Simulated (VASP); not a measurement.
A run of VASP 6.6.1 is set up as follows.

File INCAR:

```
PREC     = Accurate       # precision mode
ENCUT    = 400            # plane-wave cutoff, eV
EDIFF    = 1E-6           # SCF threshold, eV
ISMEAR   = 0              # smearing method
SIGMA    = 0.02           # smearing width, eV
LREAL    = False          # projectors in reciprocal space
LASPH    = True           # aspherical terms in the spheres
NELM     = 120            # most SCF steps
ALGO     = Normal         # electronic algorithm
ISIF     = 2              # what is computed and relaxed
LWAVE    = False          # write WAVECAR
LCHARG   = False          # write CHGCAR
GGA      = PE             # functional
NBANDS   = 18             # bands
GGA_COMPAT= False        
NELMDL   = -8
```

KPOINTS

```
regular mesh
0
Gamma
  9 9 1
```

File POSCAR:

```
TaS2
1.0
    3.3500000000      0.0000000000      0.0000000000
   -1.6750000000      2.9011851027      0.0000000000
    0.0000000000      0.0000000000     17.9300000000
Ta S
1 2
Direct
    0.0000000000      0.0000000000      0.5000000000
    0.6666666700      0.3333333300      0.4182933600
    0.3333333300      0.6666666700      0.5817066400
```

Potentials or basis: VASP PAW PBE potentials, release 64 (Ta_pv, S).

Command:

```console
$ cat potpaw_PBE.64/Ta_pv/POTCAR potpaw_PBE.64/S/POTCAR > POTCAR
$ mpirun -np 1 vasp_std > vasp.out
```

(1) What does it give for the largest force?

## Answers

(1) 1.371 eV/Å.
